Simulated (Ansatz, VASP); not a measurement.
# Si2Se: VASP beside Ansatz

```
Si Se
1.0
     6.60972   -1.80441   -0.01153
     6.60972    1.80441   -0.01153
    -0.63976    0.00000    6.96637
Si Se
4 2
Direct
  0.16347 0.16347 0.96924
  0.00271 0.00271 0.78564
  0.33791 0.33791 0.87870
  0.43003 0.43003 0.60172
  0.90789 0.90789 0.08101
  0.65639 0.65639 0.18369
```

Change from the starting cell: the structure that the rattled cell fell into.

Alike in both runs: functional PBE; k mesh 10 × 10 × 6; occupations gaussian, width 0.02 eV; no spin polarisation.

Ansatz relaxed the structure, and its values are those at the end. VASP's run is a single point on that final structure, the one shown.

|  | VASP | Ansatz |
| --- | --- | --- |
| version | VASP 6.6.1 | Ansatz 0.2.0 |
| potentials or method | VASP PAW PBE potentials, release 64 (Si, Se), cutoff 500 eV | scalar-relativistic, plane waves, PAW |
| valence electrons in the cell | 28 | 48 |

Ansatz gave:

```
gap on the k mesh at the Fermi level (eV) : 0.51
least direct gap on the mesh (eV)         : 0.54
pressure (GPa)                            : 0.0
rms of the force components (eV/Å)        : 0.002
```

Q: Which values does VASP return?

A: gap on the k mesh at the Fermi level (eV): 0.51; least direct gap on the mesh (eV): 0.53; pressure (GPa): 0.0; rms of the force components (eV/Å): 0.009.

The functional is the same, so the differences come from potentials, cutoffs and numerics. VASP's potentials hold 28 valence electrons a cell and Ansatz's 48, so a difference there can come from the potentials and not from the codes.
